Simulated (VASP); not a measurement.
Bi:

```
Bi
1.0
     3.57310    0.00000    0.00000
    -1.78655    3.09439    0.00000
     0.00000    0.00000    5.78842
Bi
2
Direct
  0.33333 0.66667 0.25000
  0.66667 0.33333 0.75000
```

This isn't the form of Bi at room conditions, which is rhombohedral.

| Quantity | Value |
| --- | --- |
| Program | VASP 6.6.1 |
| Task | relaxation of cell and atoms |
| Functional | LDA |
| Potentials or basis | VASP PAW LDA potentials, release 64 (Bi_d) |
| Cutoff | 500 eV |
| k mesh | 14 × 14 × 8 |
| Occupations | fermi-dirac, width 0.1 eV |
| Spin | no spin polarisation |

At the start: pressure -4.4 GPa; volume 32.00 Å³/atom.

Where does the relaxation end?

Over 7 steps the energy falls by 38.6 meV/atom and the volume is 29.43 Å³/atom (-8.0 %); space group P6_3/mmc (No. 194, to 0.1 Å) before and after.

Step by step:
```tsv
step	energy change (eV)	largest force (eV/Å)	pressure (GPa)	volume (Å³)
1	0.0000	0.0000	-4.39	64.00
2	-0.0510	0.0000	3.26	56.22
3	-0.0767	0.0000	-0.01	58.86
4	-0.0767	0.0000	0.11	58.76
5	-0.0769	0.0000	-0.07	58.93
6	-0.0770	0.0000	-0.14	59.00
7	-0.0771	0.0000	0.01	58.87
```

Final structure:
```
CELL_PARAMETERS angstrom
3.46033 0.00000 0.00000
-1.73017 2.99673 0.00000
0.00000 0.00000 5.67702
ATOMIC_POSITIONS crystal
Bi 0.33333 0.66667 0.25000
Bi 0.66667 0.33333 0.75000
```
